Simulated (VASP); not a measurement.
Input of a VASP 6.6.1 run:

File INCAR:

```
SYSTEM = Hf
ALGO = Fast
EDIFF = 1E-7
ENCUT = 520
GGA = PE
ISIF = 2
ISMEAR = -1
LASPH = .TRUE.
LCHARG = .FALSE.
LREAL = .FALSE.
LWAVE = .FALSE.
NBANDS = 17
NELM = 100
PREC = Accurate
SIGMA = 0.15
```

Contents of KPOINTS:

```
k-points
0
G
  18 18 8
  0 0 0
```

File POSCAR:

```
Hf
1.0
    3.2031670009      0.0000000000      0.0000000000
   -1.6015835004      2.7740239953      0.0000000000
    0.0000000000      0.0000000000      5.0813409743
Hf
2
Direct
    0.3333333333      0.6666666667      0.2500000000
    0.6666666667      0.3333333333      0.7500000000
```

Potentials or basis: VASP PAW PBE potentials, release 64 (Hf_pv).

Run with:

```sh
$ cat potpaw_PBE.64/Hf_pv/POTCAR > POTCAR
$ mpirun -np 1 vasp_std > vasp.out
```

Q: What does it give for the pressure?

A: -0.4 GPa.

Q: Estimate the band gap on the k mesh.

A: Zero (bands 10 and 11 overlap by 1.60 eV).

Stress tensor (GPa, compression positive):
```
-0.40  0.00  0.00
 0.00 -0.40  0.00
 0.00  0.00 -0.49
```

Caveat: spin-orbit coupling is left out, which moves the levels of the heavy elements.
